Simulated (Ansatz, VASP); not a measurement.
**Zr3Ag in VASP and in Ansatz**

Contents of INCAR:

```
SYSTEM = Zr3Ag
  PREC = Accurate
  ENCUT = 500
  EDIFF = 1E-6
  ISMEAR = 0
  SIGMA = 0.05
  LREAL = .False.
  LASPH = .True.
  NELM = 120
  ALGO = Normal
  ISIF = 2
  LWAVE = .False.
  LCHARG = .False.
  GGA = CA
  NBANDS = 32
  GGA_COMPAT = .False.
```

Contents of KPOINTS:

```
Automatic mesh
0
Gamma
  8 8 8
  0 0 0
```

File POSCAR:

```
Zr3Ag
1.0
    4.4164950000      0.0000000000      0.0000000000
    0.0000000000      4.4164950000      0.0000000000
    0.0000000000      0.0000000000      4.4164950000
Zr Ag
3 1
Direct
    0.5000000000      0.5000000000      0.0000000000
    0.0000000000      0.5000000000      0.5000000000
    0.5000000000      0.0000000000      0.5000000000
    0.0000000000      0.0000000000      0.0000000000
```

Input for Ansatz:

```yaml
crystal:
  lattice:
    - [4.416495, 0.0, 0.0]
    - [0.0, 4.416495, 0.0]
    - [0.0, 0.0, 4.416495]
  atoms:
    - { symbol: Zr, position: [0.5, 0.5, 0.0] }
    - { symbol: Zr, position: [0.0, 0.5, 0.5] }
    - { symbol: Zr, position: [0.5, 0.0, 0.5] }
    - { symbol: Ag, position: [0.0, 0.0, 0.0] }
basis:
  ecutwfc: 420
  fft_grid_basis: typed
kpoints:
  mp_grid: { grid: [8, 8, 8] }
hamiltonian:
  xc: lda
scf:
  occupations: { method: gaussian, width: 0.05 }
output:
  forces: true
  stress: true
  eigenvalues: true
  bader: true
  write_density: true
  volumetric_format: npy
  elf: true
```

Alike in both runs: task single point; functional LDA; k mesh 8 × 8 × 8; occupations gaussian, width 0.05 eV; no spin polarisation.

|  | VASP | Ansatz |
| --- | --- | --- |
| version | VASP 6.6.1 | Ansatz 0.2.0 |
| potentials or method | VASP PAW LDA potentials, release 64 (Zr_sv, Ag), cutoff 500 eV | scalar-relativistic, plane waves, PAW |
| valence electrons in the cell | 47 | 55 |

Ansatz gave:

* gap on the k mesh at the Fermi level (eV): none
* pressure (GPa): -8.0

**Question.** Estimate VASP's values.

**Answer.** gap on the k mesh at the Fermi level (eV): none; pressure (GPa): -7.8.

LDA's correlation is that of Perdew and Zunger in VASP and of Perdew and Wang (1992) in Ansatz. A gap of «none» marks a metal or a gap that the smearing closes. VASP's potentials hold 47 valence electrons a cell and Ansatz's 55, so a difference there can come from the potentials and not from the codes.
